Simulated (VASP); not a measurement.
# Ni2N (P4_2/mnm) in VASP: a series of runs

Ni2N is run at these levels: PBE; tasks: single point.

All numbers are computed with VASP 6.6.1; they aren't measurements. Logs are shortened: lines on timing, memory, paths and dates and some standing lists are left out, and cuts for length are marked.

### 1 The cell of the first run

It takes space group P4_2/mnm (No. 136, tetragonal). The conventional cell has a = 4.560 Å, b = 4.560 Å, c = 2.837 Å, α = 90.00°, β = 90.00°, γ = 90.00°. Ni (site symmetry m2m) has 3 N at 1.90 to 1.94 Å within 2.5 Å. N (site symmetry mmm) has 6 Ni at 1.90 to 1.94 Å within 2.5 Å.

### 2 Single point, PBE

INCAR reads:

```
SYSTEM = Ni2N
  PREC = Accurate
  ENCUT = 520
  EDIFF = 1E-6
  ISMEAR = 0
  SIGMA = 0.1
  LREAL = .False.
  LASPH = .True.
  NELM = 80
  ALGO = Normal
  ISIF = 2
  LWAVE = .False.
  LCHARG = .False.
  GGA = PE
  NBANDS = 34
```

KPOINTS reads:

```
Automatic mesh
0
Gamma
  8 8 14
  0 0 0
```

POSCAR reads:

```
Ni2N
1.0
    4.5596647206      0.0000000000      0.0000000000
    0.0000000000      4.5596647206      0.0000000000
    0.0000000000      0.0000000000      2.8373726986
Ni N
4 2
Direct
    0.2945825283      0.2945825283      0.0000000000
    0.2054174717      0.7945825283      0.5000000000
    0.7054174717      0.7054174717      0.0000000000
    0.7945825283      0.2054174717      0.5000000000
    0.0000000000      0.0000000000      0.0000000000
    0.5000000000      0.5000000000      0.5000000000
```

Potentials or basis: VASP PAW PBE potentials, release 64 (Ni, N).

Launch:

```console
cat potpaw_PBE.64/Ni/POTCAR potpaw_PBE.64/N/POTCAR > POTCAR
mpirun -np 1 vasp_std > vasp.out
```

OUTCAR:

```text
SYSTEM = Ni2N
   PREC = Accurate
   ENCUT = 520
   EDIFF = 1E-6
   ISMEAR = 0
   LREAL = .False.
   LASPH = .True.
   NELM = 80
   ISIF = 2
   GGA = PE

 ion  position               nearest neighbor table
   1  0.295  0.295  0.000-   5 1.90   6 1.94   6 1.94   3 2.65   4 2.72   2 2.72   4 2.72   2 2.72
                             2 2.72   2 2.72   4 2.72   4 2.72
   2  0.205  0.795  0.500-   6 1.90   5 1.94   5 1.94   4 2.65   1 2.72   1 2.72   3 2.72   3 2.72
                             1 2.72   1 2.72   3 2.72   3 2.72
   3  0.705  0.705  0.000-   5 1.90   6 1.94   6 1.94   1 2.65   4 2.72   2 2.72   4 2.72   2 2.72
                             4 2.72   4 2.72   2 2.72   2 2.72
   4  0.795  0.205  0.500-   6 1.90   5 1.94   5 1.94   2 2.65   3 2.72   1 2.72   3 2.72   1 2.72
                             3 2.72   3 2.72   1 2.72   1 2.72
   5  0.000  0.000  0.000-   1 1.90   3 1.90   2 1.94   4 1.94   2 1.94   4 1.94
   6  0.500  0.500  0.500-   2 1.90   4 1.90   3 1.94   1 1.94   1 1.94   3 1.94

  LATTYP: Found a simple tetragonal cell.
 ALAT       =     4.5596647206
 C/A-ratio  =     0.6222766086

  Lattice vectors:

 A1 = (   4.5596647206,   0.0000000000,   0.0000000000)
 A2 = (   0.0000000000,   4.5596647206,   0.0000000000)
 A3 = (   0.0000000000,   0.0000000000,   2.8373726986)

Analysis of symmetry for initial positions (statically):
=====================================================================
 Subroutine PRICEL returns:
 Original cell was already a primitive cell.

 Routine SETGRP: Setting up the symmetry group for a
 simple tetragonal supercell.

 Subroutine GETGRP returns: Found 16 space group operations
 (whereof  8 operations were pure point group operations)
 out of a pool of 16 trial point group operations.

The static configuration has the point symmetry D_2h.
 The point group associated with its full space group is D_4h.

Analysis of symmetry for dynamics (positions and initial velocities):
=====================================================================
 Subroutine PRICEL returns:
 Original cell was already a primitive cell.

 Routine SETGRP: Setting up the symmetry group for a
 simple tetragonal supercell.

 Subroutine GETGRP returns: Found 16 space group operations
 (whereof  8 operations were pure point group operations)
 out of a pool of 16 trial point group operations.

The dynamic configuration has the point symmetry D_2h.
 The point group associated with its full space group is D_4h.

 Subroutine INISYM returns: Found 16 space group operations
 (whereof  8 operations are pure point group operations),
 and found     1 'primitive' translations

----------------------------------------------------------------------------------------

                                     Primitive cell

  volume of cell :      58.9905

  direct lattice vectors                    reciprocal lattice vectors
     4.559664721  0.000000000  0.000000000     0.219314371  0.000000000  0.000000000
     0.000000000  4.559664721  0.000000000     0.000000000  0.219314371  0.000000000
     0.000000000  0.000000000  2.837372699     0.000000000  0.000000000  0.352438719

  length of vectors
     4.559664721  4.559664721  2.837372699     0.219314371  0.219314371  0.352438719

  position of ions in fractional coordinates (direct lattice)
     0.294582528  0.294582528  0.000000000
     0.205417472  0.794582528  0.500000000
     0.705417472  0.705417472  0.000000000
     0.794582528  0.205417472  0.500000000
     0.000000000  0.000000000  0.000000000
     0.500000000  0.500000000  0.500000000

  ion indices of the primitive-cell ions
   primitive index   ion index
                 1           1
                 2           2
                 3           3
                 4           4
                 5           5
                 6           6

----------------------------------------------------------------------------------------

 KPOINTS: Automatic mesh

Automatic generation of k-mesh.
 Grid dimensions read from file:
 generate k-points for:    8    8   14

 Generating k-lattice:

  Cartesian coordinates                     Fractional coordinates (reciprocal lattice)
     0.027414296  0.000000000  0.000000000     0.125000000  0.000000000  0.000000000
     0.000000000  0.027414296  0.000000000     0.000000000  0.125000000  0.000000000
     0.000000000  0.000000000  0.025174194     0.000000000  0.000000000  0.071428571

  Length of vectors
     0.027414296  0.027414296  0.025174194

  Shift w.r.t. Gamma in fractional coordinates (k-lattice)
     0.000000000  0.000000000  0.000000000

 Subroutine IBZKPT returns following result:
 ===========================================

 Found    120 irreducible k-points:

 Following reciprocal coordinates:
            Coordinates               Weight
  0.000000  0.000000  0.000000      1.000000
  0.125000  0.000000  0.000000      4.000000
  0.250000  0.000000  0.000000      4.000000
  0.375000  0.000000  0.000000      4.000000
  0.500000  0.000000  0.000000      2.000000
  0.125000  0.125000  0.000000      4.000000
[... 16 lines left out ...]
  0.375000  0.125000  0.071429     16.000000
  0.500000  0.125000  0.071429      8.000000
 [... further k-points ...]
   k-points           NKPTS =    120   k-points in BZ     NKDIM =    120   number of bands    NBANDS=     34
   number of dos      NEDOS =    301   number of ions     NIONS =      6
   total plane-waves  NPLWV =  31104
   dimension x,y,z NGX =    36 NGY =   36 NGZ =   24
   dimension x,y,z NGXF=    72 NGYF=   72 NGZF=   48
   ions per type =               4   2
   NGX,Y,Z   is equivalent  to a cutoff of  13.13, 13.13, 14.06 a.u.
   NGXF,Y,Z  is equivalent  to a cutoff of  26.25, 26.25, 28.12 a.u.
 SYSTEM =  Ni2N
   PREC   = accura    normal or accurate (medium, high low for compatibility)
   ISTART =      0    job   : 0-new  1-cont  2-samecut
   ICHARG =      2    charge: 1-file 2-atom 10-const
   ISPIN  =      1    spin polarized calculation?
   LNONCOLLINEAR =      F non collinear calculations
   LSORBIT =      F    spin-orbit coupling
   LASPH  =      T    aspherical Exc in radial PAW
   ENCUT  =  520.0 eV  38.22 Ry    6.18 a.u.   8.48  8.48  5.28*2*pi/ulx,y,z
   NELM   =     80;   NELMIN=  2; NELMDL= -5     # of ELM steps
   EDIFF  = 0.1E-05   stopping-criterion for ELM
   LREAL  =      F    real-space projection
   EDIFFG = 0.1E-04   stopping-criterion for IOM
   NSW    =      0    number of steps for IOM
   IBRION =     -1    ionic relax: 0-MD 1-quasi-New 2-CG
   NFREE  =      0    steps in history (QN), initial steepest desc. (CG)
   ISIF   =      2    stress and relaxation
   ISYM   =      2    0-nonsym 1-usesym 2-fastsym
   POTIM  = 0.5000    time-step for ionic-motion
   TEBEG  =    0.0;   TEEND  =   0.0 temperature during run
   PSTRESS=    0.0 pullay stress
   NELECT =      50.0000    total number of electrons
   NUPDOWN=      -1.0000    fix difference up-down
   EMIN   =  10.00;   EMAX   =-10.00  energy-range for DOS
   EFERMI =   0.00;   METHOD = LEGACY
   ISMEAR =     0;   SIGMA  =   0.10  broadening in eV -4-tet -1-fermi 0-gaus
   EFERMI_NEDOS =   21; number of points for ismear=-14 and -15
   IALGO  =     38    algorithm
   IMIX   =      4    mixing-type and parameters
     AMIX     =   0.40;   BMIX     =  1.00
     AMIX_MAG =   1.60;   BMIX_MAG =  1.00
  volume/ion in A,a.u.               =       9.83        66.35
  Fermi-wavevector in a.u.,A,eV,Ry     =   1.549307  2.927765 32.658766  2.400352
  Thomas-Fermi vector in A             =   2.654133
   LORBIT       =      0    0 simple, 1 ext, 2 COOP (PROOUT), +10 PAW based schemes
   GGA     = PE    functional components
   LHFCALC =     F    Hartree Fock is set to
   AEXX    =    0.0000 exact exchange contribution
   IVDW    =     0    specifies the selected vdW correction
   LEPSILON=     F    determine dielectric tensor
   LRPA    =     F    only Hartree local field effects (RPA)
 non-spin polarized calculation
 Gauss-broadening in eV      SIGMA  =   0.10
  energy-cutoff  :      520.00
  volume of cell :       58.99
 maximum number of plane-waves:      1614
 NGX is ok and might be reduce to    36
   NGX = 17   NGY = 17   NGZ = 11

 number of electron      49.9999997 magnetization

 Free energy of the ion-electron system (eV)
  ---------------------------------------------------
  ext. energy  EPLUGINS =         0.00000000
  ---------------------------------------------------
  free energy    TOTEN  =       -37.16966639 eV

  energy without entropy =      -37.13190383  energy(sigma->0) =      -37.15078511

 E-fermi :   9.0802     XC(G=0): -12.7875

 val. band max:        9.0794427292   @ k =   0.5000   0.2500   0.3571
 cond. band min:       9.0842175956   @ k =   0.3750   0.1250   0.1429
 fundamental gap:      0.0047748664
 Fermi energy:         9.0801502624

 k-point     1 :       0.0000    0.0000    0.0000
  band No.  band energies     occupation
      1      -8.5693      2.00000
      2      -7.1873      2.00000
      3       1.1731      2.00000
      4       1.1731      2.00000
      5       2.5780      2.00000
      6       3.0307      2.00000
[... 26 lines left out ...]
     33      17.6901      0.00000
     34      19.1390      0.00000

 k-point     2 :       0.1250    0.0000    0.0000
  band No.  band energies     occupation
      1      -8.5201      2.00000
      2      -7.2431      2.00000
      3       1.1991      2.00000
      4       1.2389      2.00000
      5       2.6276      2.00000
      6       2.8337      2.00000
[... 26 lines left out ...]
     33      17.6410      0.00000
     34      19.5371      0.00000

 k-point     3 :       0.2500    0.0000    0.0000
  band No.  band energies     occupation
      1      -8.3783      2.00000
      2      -7.4008      2.00000
      3       1.2847      2.00000
      4       1.4277      2.00000
      5       2.4485      2.00000
      6       2.7584      2.00000
[... 26 lines left out ...]
     33      17.3868      0.00000
     34      18.4028      0.00000

 k-point     4 :       0.3750    0.0000    0.0000
  band No.  band energies     occupation
      1      -8.1621      2.00000
      2      -7.6330      2.00000
      3       1.4457      2.00000
      4       1.7038      2.00000
      5       2.0695      2.00000
      6       2.4536      2.00000
[... 26 lines left out ...]
     33      17.2451      0.00000
     34      17.5593      0.00000

 k-point     5 :       0.5000    0.0000    0.0000
  band No.  band energies     occupation
      1      -7.9010      2.00000
      2      -7.9010      2.00000
      3       1.6849      2.00000
      4       1.6849      2.00000
      5       2.1055      2.00000
      6       2.1055      2.00000
[... 621 lines left out ...]
 k-point    22 :       0.2500    0.1250    0.0714
  band No.  band energies     occupation
      1      -8.2923      2.00000
      2      -7.4078      2.00000
      3       1.2146      2.00000
      4       1.6496      2.00000
      5       2.1710      2.00000
      6       2.7710      2.00000
[... 26 lines left out ...]
     33      17.5747      0.00000
     34      19.0580      0.00000

 k-point    23 :       0.3750    0.1250    0.0714
  band No.  band energies     occupation
      1      -8.0930      2.00000
      2      -7.6136      2.00000
      3       1.3183      2.00000
      4       1.8044      2.00000
      5       1.9577      2.00000
      6       2.5780      2.00000
[... 26 lines left out ...]
     33      17.5665      0.00000
     34      18.1955      0.00000

 k-point    24 :       0.5000    0.1250    0.0714
  band No.  band energies     occupation
      1      -7.8547      2.00000
      2      -7.8547      2.00000
      3       1.5227      2.00000
      4       1.5227      2.00000
      5       2.2658      2.00000
      6       2.2658      2.00000
[... 26 lines left out ...]
     33      17.7169      0.00000
     34      17.7169      0.00000

 [... further k-points ...]
[... 5 lines left out ...]
  --------------------------------------------------------------------------------------
  -------------------------------------------------------------------------------------
  Total        0.1403444      0.1403444      0.1995160      0.0000000      0.0000000      0.0000000
  in kB        3.8117422      3.8117422      5.4188383      0.0000000      0.0000000      0.0000000
  external PRESSURE =       4.3474409 kB  Pullay stress =       0.0000000 kB

 VOLUME and BASIS-vectors are now :
 -----------------------------------------------------------------------------
  energy-cutoff  :      520.00
  volume of cell :       58.99
      direct lattice vectors                 reciprocal lattice vectors
     4.559664721  0.000000000  0.000000000     0.219314371  0.000000000  0.000000000
     0.000000000  4.559664721  0.000000000     0.000000000  0.219314371  0.000000000
     0.000000000  0.000000000  2.837372699     0.000000000  0.000000000  0.352438719

 POSITION                                       TOTAL-FORCE (eV/Angst)
 -----------------------------------------------------------------------------------
      1.34320      1.34320      0.00000         0.002308      0.002308      0.000000
      0.93663      3.62303      1.41869        -0.002308      0.002308      0.000000
      3.21647      3.21647      0.00000        -0.002308     -0.002308     -0.000000
      3.62303      0.93663      1.41869         0.002308     -0.002308      0.000000
      0.00000      0.00000      0.00000         0.000000     -0.000000      0.000000
      2.27983      2.27983      1.41869         0.000000     -0.000000      0.000000
 -----------------------------------------------------------------------------------
    total drift:                                0.000000     -0.000000      0.000000

  FREE ENERGIE OF THE ION-ELECTRON SYSTEM (eV)
  ---------------------------------------------------
  free  energy   TOTEN  =       -37.1696663921 eV

  energy  without entropy=      -37.1319038274  energy(sigma->0) =      -37.15078511
```

It took 2.6 min on 1 thread of Intel Xeon Platinum 8488C (Sapphire Rapids), shared host; peak memory 0.3 GiB.

Results:

```yaml
Free_energy: -37.1697 eV
Pressure: 0.4 GPa
Largest_force: 0.003 eV/Å
Band_gap_on_the_k_mesh: zero (band 25 reaches 9.82 eV, above the bottom of band 26 at 8.87 eV)
```

Forces in eV/Å, atoms in the order of the input:
```
Ni   0.002  0.002  0.000
Ni  -0.002  0.002  0.000
Ni  -0.002 -0.002  0.000
Ni   0.002 -0.002  0.000
N    0.000  0.000  0.000
N    0.000  0.000  0.000
```

Levels at points of the mesh, in eV from the Fermi level:
| k point | band 22 | band 23 | band 24 | band 25 | band 26 | band 27 | band 28 | band 29 |
| --- | --- | --- | --- | --- | --- | --- | --- | --- |
| (0.00, 0.00, 0.00) | -0.93 | -0.53 | -0.53 | -0.33 | -0.04 | -0.04 | -0.03 | 1.53 |
| (0.50, 0.00, 0.00) | -1.37 | -1.24 | -1.24 | -0.10 | -0.10 | 1.06 | 1.06 | 3.11 |
| (0.50, 0.50, 0.00) | -1.59 | -1.54 | -1.54 | 0.69 | 0.69 | 1.24 | 1.24 | 4.08 |
| (0.00, 0.00, 0.50) | -1.29 | -0.71 | -0.71 | 0.02 | 0.02 | 0.11 | 0.11 | 4.96 |
| (0.50, 0.00, 0.50) | -1.31 | -0.90 | -0.90 | -0.13 | -0.13 | 0.57 | 0.57 | 3.60 |
| (0.50, 0.50, 0.50) | -1.29 | -0.99 | -0.99 | -0.08 | -0.08 | 0.40 | 0.40 | 4.90 |

Caveat: the run has no spin polarisation, though such a crystal can be magnetic.

### 3 Single point, PBE, collinear spin, ferromagnetic start

This run uses another cell than the first one, of 9.39 Å³/atom, 0.955 times its volume.

INCAR reads:

```
SYSTEM = Ni2N
ALGO = Normal ; EDIFF = 1E-6
ENCUT = 520 ; GGA = PE
ISIF = 2 ; ISMEAR = 0
ISPIN = 2 ; LASPH = .TRUE.
LCHARG = .FALSE. ; LMAXMIX = 4
LORBIT = 11 ; LREAL = .FALSE.
LWAVE = .FALSE. ; MAGMOM = 2 2 2 2 0 0
NBANDS = 38 ; NELM = 150
PREC = Accurate ; SIGMA = 0.1
```

KPOINTS reads:

```
k-points
0
G
  4 4 6
  0 0 0
```

POSCAR reads:

```
Ni2N
1.0
    4.4393262988      0.0000000000      0.0000000000
    0.0000000000      4.4393262988      0.0000000000
    0.0000000000      0.0000000000      2.8593745142
Ni N
4 2
Direct
    0.3060000000      0.3060000000      0.0000000000
    0.1940000000      0.8060000000      0.5000000000
    0.6940000000      0.6940000000      0.0000000000
    0.8060000000      0.1940000000      0.5000000000
    0.0000000000      0.0000000000      0.0000000000
    0.5000000000      0.5000000000      0.5000000000
```

Potentials or basis: VASP PAW PBE potentials, release 64 (Ni, N).

Launch:

```console
cat potpaw_PBE.64/Ni/POTCAR potpaw_PBE.64/N/POTCAR > POTCAR
mpirun -np 1 vasp_std > vasp.out
```

Run time: 94 s. Hardware: 1 thread of Intel Xeon Platinum 8488C (Sapphire Rapids), shared host; peak memory 0.23 GiB.

Results (log left out):

```
Free energy                                           : -36.9947 eV
Pressure                                              : 13.8 GPa
Largest force                                         : 0.561 eV/Å
Band gap on the k mesh                                : zero (filled and empty bands overlap)
Net moment                                            : -0.01 μB per cell
Valence electrons inside the program's atomic spheres : Ni 9.52; N 3.71
```

Forces in eV/Å, atoms in the order of the input:
```
Ni  -0.397 -0.397  0.000
Ni   0.397 -0.397  0.000
Ni   0.397  0.397  0.000
Ni  -0.397  0.397  0.000
N    0.000  0.000  0.000
N    0.000  0.000  0.000
```

Stress tensor (GPa, compression positive):
```
12.34  0.00  0.00
 0.00 12.34  0.00
 0.00  0.00 16.75
```

Levels at points of the mesh, in eV from the Fermi level:
Spin up:
```csv
k point,band 21,band 22,band 23,band 24,band 25,band 26,band 27,band 28,band 29,band 30
"(0.00, 0.00, 0.00)",-1.47,-1.15,-0.23,-0.23,-0.19,0.03,0.03,0.25,1.53,2.47
"(0.50, 0.00, 0.00)",-1.52,-1.52,-1.21,-1.21,0.01,0.01,1.21,1.21,3.08,3.08
"(0.50, 0.50, 0.00)",-1.85,-1.85,-1.79,-1.79,0.97,0.97,1.36,1.36,4.24,4.24
"(0.00, 0.00, 0.50)",-1.43,-1.43,-0.76,-0.76,-0.19,-0.19,-0.10,-0.10,5.11,5.11
"(0.50, 0.00, 0.50)",-1.57,-1.57,-1.05,-1.05,-0.28,-0.28,0.38,0.38,3.72,3.72
"(0.50, 0.50, 0.50)",-1.63,-1.63,-1.10,-1.10,-0.22,-0.22,0.37,0.37,4.93,4.93
```
Spin down:
| k point | band 23 | band 24 | band 25 | band 26 | band 27 | band 28 |
| --- | --- | --- | --- | --- | --- | --- |
| (0.00, 0.00, 0.00) | -0.23 | -0.23 | -0.20 | 0.02 | 0.02 | 0.25 |
| (0.50, 0.00, 0.00) | -1.22 | -1.22 | 0.01 | 0.01 | 1.21 | 1.21 |
| (0.50, 0.50, 0.00) | -1.79 | -1.79 | 0.97 | 0.97 | 1.36 | 1.36 |
| (0.00, 0.00, 0.50) | -0.76 | -0.76 | -0.19 | -0.19 | -0.10 | -0.10 |
| (0.50, 0.00, 0.50) | -1.05 | -1.05 | -0.28 | -0.28 | 0.38 | 0.38 |
| (0.50, 0.50, 0.50) | -1.11 | -1.11 | -0.23 | -0.23 | 0.36 | 0.36 |

Caveat: the k points lie up to 0.37 Å⁻¹ apart; the starting moments collapsed, and a magnetic state may lie lower. With open d or f shells a metallic result of PBE can be an artefact of self-interaction; +U or a hybrid may open a gap.
